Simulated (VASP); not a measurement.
# CO2 (I-42d) in VASP: further runs, part 2 of 2

VASP 6.6.1. Earlier steps stand in the parts before.

## (3) Single point, LDA

INCAR

```
PREC     = Accurate       # precision mode
ENCUT    = 520            # plane-wave cutoff, eV
EDIFF    = 1E-7           # SCF threshold, eV
ISMEAR   = 0              # smearing method
SIGMA    = 0.01           # smearing width, eV
LREAL    = F              # projectors in reciprocal space
LASPH    = T              # aspherical terms in the spheres
NELM     = 60             # most SCF steps
ALGO     = Normal         # electronic algorithm
ISIF     = 2              # what is computed and relaxed
LWAVE    = F              # write WAVECAR
LCHARG   = F              # write CHGCAR
NBANDS   = 25             # bands
```

KPOINTS

```
Automatic mesh
0
Gamma
  6 6 6
```

POSCAR

```
CO2
1.0
   -1.9747300000      1.9747300000      3.0140600000
    1.9747300000     -1.9747300000      3.0140600000
    1.9747300000      1.9747300000     -3.0140600000
C O
2 4
Direct
    0.7500000000      0.2500000000      0.5000000000
    0.0000000000      0.0000000000      0.0000000000
    0.7098000000      0.1250000000      0.0848000000
    0.0402000000      0.6250000000      0.9152000000
    0.3750000000      0.2902000000      0.4152000000
    0.8750000000      0.9598000000      0.5848000000
```

Potentials or basis: VASP PAW LDA potentials, release 64 (C, O).

The run is started by

```bash
cat potpaw_LDA.64/C/POTCAR potpaw_LDA.64/O/POTCAR > POTCAR
mpirun -np 1 vasp_std > vasp.out
```

Run time: 21 s. Hardware: 1 thread of Intel Xeon Platinum 8488C (Sapphire Rapids), shared host; peak memory 0.15 GiB.

It converged, with:

| Item | Value |
| --- | --- |
| Free energy | -49.0257 eV |
| Pressure | -11.8 GPa |
| Largest force | 0.420 eV/Å |
| Band gap on the k mesh | 7.38 eV, indirect (least direct gap 7.89 eV) |

Forces in eV/Å, atoms in the order of the input:
```
C    0.000  0.000  0.000
C    0.000  0.000  0.000
O    0.000  0.420  0.000
O    0.000 -0.420  0.000
O   -0.420  0.000  0.000
O    0.420  0.000  0.000
```

Stress tensor (GPa, compression positive):
```
-11.49   0.00   0.00
  0.00 -11.49   0.00
  0.00   0.00 -12.51
```

Levels at points of the mesh, in eV from the valence-band top:
```csv
k point,band 12,band 13,band 14,band 15,band 16,band 17,band 18,band 19,band 20,band 21
"(0.00, 0.00, 0.00)",-1.19,-1.19,-0.91,-0.91,-0.51,7.38,8.99,8.99,9.03,12.01
"(0.50, 0.00, 0.00)",-2.21,-1.74,-1.40,-0.42,0.00,7.98,9.30,9.44,10.04,12.17
"(0.50, 0.50, 0.00)",-2.66,-0.65,-0.65,-0.51,-0.51,8.69,8.69,9.69,9.69,11.40
"(0.50, 0.50, 0.50)",-3.04,-2.84,-2.84,-0.01,-0.01,8.61,8.61,10.48,10.48,11.19
```

## (4) Single point, LDA

INCAR

```
  PREC = Accurate
  ENCUT = 910
  EDIFF = 1E-6
  ISMEAR = 0
  SIGMA = 0.01
  LREAL = False
  LASPH = True
  NELM = 120
  ALGO = Normal
  ISIF = 2
  LWAVE = False
  LCHARG = False
  GGA = CA
  NBANDS = 25
  GGA_COMPAT = False
```

KPOINTS

```
regular mesh
0
Gamma
  6 6 6
```

POSCAR is that of step 3.

Potentials or basis: VASP PAW LDA potentials, release 64 (C_h, O_h).

The run is started by

```bash
cat potpaw_LDA.64/C_h/POTCAR potpaw_LDA.64/O_h/POTCAR > POTCAR
mpirun -np 1 vasp_std > vasp.out
```

OUTCAR:

```text
PREC = Accurate
   ENCUT = 910
   EDIFF = 1E-6
   ISMEAR = 0
   LREAL = False
   LASPH = True
   NELM = 120
   ISIF = 2
   GGA = CA

 ion  position               nearest neighbor table
   1  0.750  0.250  0.500-   3 1.40   4 1.40   5 1.40   6 1.40
   2  0.000  0.000  0.000-   3 1.40   4 1.40   5 1.40   6 1.40
   3  0.710  0.125  0.085-   1 1.40   2 1.40
   4  0.040  0.625  0.915-   1 1.40   2 1.40
   5  0.375  0.290  0.415-   1 1.40   2 1.40
   6  0.875  0.960  0.585-   1 1.40   2 1.40

[... 880 lines left out ...]
  -------------------------------------------------------------------------------------
  Total       -3.9033896     -3.9033896     -4.1821291      0.0000000     -0.0000000      0.0000000
  in kB     -133.0225135   -133.0225135   -142.5215993      0.0000000     -0.0000000      0.0000000
  external PRESSURE =    -136.1888754 kB  Pullay stress =       0.0000000 kB

 VOLUME and BASIS-vectors are now :
 -----------------------------------------------------------------------------
  energy-cutoff  :      910.00
  volume of cell :       47.01
      direct lattice vectors                 reciprocal lattice vectors
    -1.974730000  1.974730000  3.014060000     0.000000000  0.253199172  0.165889199
     1.974730000 -1.974730000  3.014060000     0.253199172  0.000000000  0.165889199
     1.974730000  1.974730000 -3.014060000     0.253199172  0.253199172  0.000000000

 POSITION                                       TOTAL-FORCE (eV/Angst)
 -----------------------------------------------------------------------------------
      0.00000      1.97473      1.50703        -0.000000      0.000000      0.000000
      0.00000      0.00000      0.00000        -0.000000      0.000000     -0.000000
     -0.98737      1.32228      2.26055        -0.000000      0.471727     -0.000000
      2.96210      0.65245     -0.75352        -0.000000     -0.471727      0.000000
      0.65245      0.98737      0.75351        -0.471727      0.000000      0.000000
      1.32228      0.98736      3.76757         0.471727      0.000000     -0.000000
 -----------------------------------------------------------------------------------
    total drift:                               -0.000001     -0.000001     -0.000001

  FREE ENERGIE OF THE ION-ELECTRON SYSTEM (eV)
  ---------------------------------------------------
  free  energy   TOTEN  =       -49.2848641400 eV

  energy  without entropy=      -49.2848641400  energy(sigma->0) =      -49.28486414
```

It took 52 s on 1 thread of Intel Xeon Platinum 8375C at 2.90GHz (Ice Lake), shared host; peak memory 0.22 GiB.

Results:

| Quantity | Value |
| --- | --- |
| Free energy | -49.2849 eV |
| Pressure | -13.6 GPa |
| Largest force | 0.472 eV/Å |
| Band gap on the k mesh | 7.44 eV, indirect (least direct gap 7.92 eV) |

Forces on the atoms (eV/Å):
```
C    0.000  0.000  0.000
C    0.000  0.000  0.000
O    0.000  0.472  0.000
O    0.000 -0.472  0.000
O   -0.472  0.000  0.000
O    0.472  0.000  0.000
```

Levels at points of the mesh, in eV from the valence-band top:
```
           k point  band 13  band 14  band 15  band 16  band 17  band 18  band 19  band 20
(0.00, 0.00, 0.00)    -1.19    -0.89    -0.89    -0.48     7.44     9.06     9.06     9.09
(0.50, 0.00, 0.00)    -1.72    -1.38    -0.41     0.00     8.04     9.36     9.51    10.09
(0.50, 0.50, 0.00)    -0.64    -0.64    -0.51    -0.51     8.76     8.76     9.74     9.74
(0.50, 0.50, 0.50)    -2.85    -2.85     0.00     0.00     8.66     8.66    10.54    10.54
```

Caveat: the cutoff is under 1.25 times the usual one of these potentials, so pressure, stress and relaxed cells hold a basis-set (Pulay) error. A k mesh can miss the band edges.
